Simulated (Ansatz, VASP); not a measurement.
## Two plane-wave programs on NaSnS3

```xyz
10
Lattice="3.6124 2.0856 5.0904 -3.6124 2.0856 5.0904 0.0000 -4.1713 5.0904" Properties=species:S:1:pos:R:3 pbc="T T T"
Na    0.0000    0.0000   11.4534
Na    0.0000    0.0000    3.8178
Sn    0.0000    0.0000    7.6356
Sn    0.0000    0.0000    0.0000
S    -0.8234   -2.0856    6.3630
S    -1.3945    1.7559    6.3630
S     0.8234    2.0856    8.9082
S    -2.2179   -0.3297    8.9082
S     1.3945   -1.7559    8.9082
S     2.2179    0.3297    6.3630
```

Alike in both runs: functional PBE; k mesh 3 × 3 × 3; occupations gaussian, width 0.1 eV; no spin polarisation.

Ansatz relaxed the structure, and its values are those at the end. VASP's run is a single point on that final structure, the one shown.

|  | VASP | Ansatz |
| --- | --- | --- |
| version | VASP 6.6.1 | Ansatz 0.2.0 |
| potentials or method | VASP PAW PBE potentials, release 64 (Na_pv, Sn_d, S), cutoff 520 eV | scalar-relativistic, plane waves, PAW |
| valence electrons in the cell | 78 | 82 |

```csv
,VASP,Ansatz,Ansatz less VASP
gap on the k mesh at the Fermi level (eV),none,none,-
pressure (GPa),0.1,0.1,+0.08
```

A gap of «none» marks a metal or a gap that the smearing closes. With one functional, cell and mesh, what is left measures potentials, basis and numerics. VASP's potentials hold 78 valence electrons a cell and Ansatz's 82, so a difference there can come from the potentials and not from the codes.

The k mesh is coarse, so the values compare programs but aren't converged.
